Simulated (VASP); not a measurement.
Wanted: the native input for a VASP 6.6.1 run.

| Item | Value |
| --- | --- |
| Task | electric field gradients |
| Functional | PBE |
| Potentials or basis | VASP PAW PBE potentials, release 64 (V_sv) |
| Cutoff | 520 eV |
| k mesh | 15 × 15 × 15 |
| Occupations | fermi-dirac, width 0.08 eV |
| Spin | collinear spin, ferromagnetic start |
| Starting moments | [1.5] μB |
| Dipole correction | no |
| Further INCAR settings | ALGO = Normal; EDIFF = 1e-08; NBANDS = 16 |

The structure of V lies in POSCAR:

```
V
1.0
    0.0000000000      1.8950000000      1.8950000000
    1.8950000000      0.0000000000      1.8950000000
    1.8950000000      1.8950000000      0.0000000000
V
1
Direct
    0.0000000000      0.0000000000      0.0000000000
```

These files were run (other wordings do the same):

INCAR

```
SYSTEM = V
PREC     = Accurate       ! precision mode
ENCUT    = 520            ! plane-wave cutoff, eV
EDIFF    = 1E-8           ! SCF threshold, eV
ISMEAR   = -1             ! smearing method
SIGMA    = 0.08           ! smearing width, eV
LREAL    = .False.        ! projectors in reciprocal space
LASPH    = .True.         ! aspherical terms in the spheres
NELM     = 150            ! most SCF steps
ALGO     = Normal         ! electronic algorithm
ISIF     = 2              ! what is computed and relaxed
LWAVE    = .False.        ! write WAVECAR
LCHARG   = .False.        ! write CHGCAR
ISPIN    = 2              ! spin polarisation
MAGMOM   = 1.5            ! initial moments
LORBIT   = 11             ! projections on sites
LMAXMIX  = 4              ! l up to which the mixer works
GGA      = PE             ! functional
LEFG     = .True.       
NBANDS   = 16             ! bands
```

KPOINTS

```
Automatic mesh
0
Gamma
  15 15 15
  0 0 0
```

Potentials or basis: VASP PAW PBE potentials, release 64 (V_sv).

Launch:

```console
$ cat potpaw_PBE.64/V_sv/POTCAR > POTCAR
$ mpirun -np 1 vasp_std > vasp.out
```

Results of the run:

* Pressure: 4.2 GPa
* Net moment: 0.00 μB per cell
* Valence electrons inside the program's atomic spheres: V 11.63

Caveat: without QUAD_EFG the Cq values of the log hold for a quadrupole moment of 1 mb, not for the nuclei.

Run time: 26 s on 1 thread of Intel(R) Xeon(R) 6975P-C (Granite Rapids) (shared host), peak memory 0.15 GiB.
